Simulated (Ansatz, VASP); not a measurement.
## One calculation of NaF, two programs

Contents of POSCAR:

```
NaF
1.0
    0.0000000000      2.3200000000      2.3200000000
    2.3200000000      0.0000000000      2.3200000000
    2.3200000000      2.3200000000      0.0000000000
Na F
1 1
Direct
    0.0000000000      0.0000000000      0.0000000000
    0.5000000000      0.5000000000      0.5000000000
```

The input INCAR.step1:

```
PREC = Accurate ; ENCUT = 520
EDIFF = 1E-5 ; ISMEAR = -1
SIGMA = 0.05 ; LREAL = F
LASPH = T ; NELM = 80
ALGO = Normal ; ISIF = 2
LWAVE = T ; GGA = PE
NBANDS = 14
```

The input INCAR.step2:

```
PREC = Accurate ; ENCUT = 520
EDIFF = 1E-6 ; ISMEAR = -1
SIGMA = 0.05 ; LREAL = F
LASPH = T ; NELM = 80
ALGO = Normal ; ISIF = 2
LWAVE = F ; LCHARG = T
GGA = PE ; LHFCALC = T
AEXX = 0.5 ; HFSCREEN = 0.2078699
PRECFOCK = Normal ; LELF = T
LVHAR = T ; ISTART = 1
NBANDS = 14
```

File KPOINTS:

```
regular mesh
0
Gamma
  6 6 6
```

input.yaml

```yaml
crystal:
  lattice:
    - [0.0, 2.32, 2.32]
    - [2.32, 0.0, 2.32]
    - [2.32, 2.32, 0.0]
  atoms:
    - { symbol: Na, position: [0.0, 0.0, 0.0] }
    - { symbol: F, position: [0.5, 0.5, 0.5] }
hamiltonian:
  xc:
    exchange: pbe
    correlation: pbe
    exx: { coeff: 0.5, omega: 0.2078699 }
  pseudopotentials: { kind: paw }
kpoints:
  mp_grid: { grid: [6, 6, 6] }
scf:
  occupations: { method: fermi_dirac, width: 0.05 }
output:
  forces: true
  stress: true
  eigenvalues: true
```

Alike in both runs: task single point; functional PBE-based screened hybrid with a share of 0.5 of exact exchange and HFSCREEN = 0.2078699; k mesh 6 × 6 × 6; occupations fermi-dirac, width 0.05 eV; no spin polarisation.

```csv
,VASP,Ansatz
version,VASP 6.6.1,Ansatz 0.2.0
potentials or method,"VASP PAW PBE potentials, release 64 (Na_pv, F)",Ansatz PAW
plane-wave cutoff (eV),520,420
valence electrons in the cell,14,16
```

Ansatz gave:

```
gap on the k mesh at the Fermi level (eV) : 10.69
least direct gap on the mesh (eV)         : 10.69
pressure (GPa)                            : -1.9
```

Question: Which values does VASP return?

Answer: gap on the k mesh at the Fermi level (eV): 10.64; least direct gap on the mesh (eV): 10.64; pressure (GPa): -1.6.

VASP's potentials were made for PBE, not for PBE-based screened hybrid. VASP's potentials hold 14 valence electrons a cell and Ansatz's 16, so a difference there can come from the potentials and not from the codes.
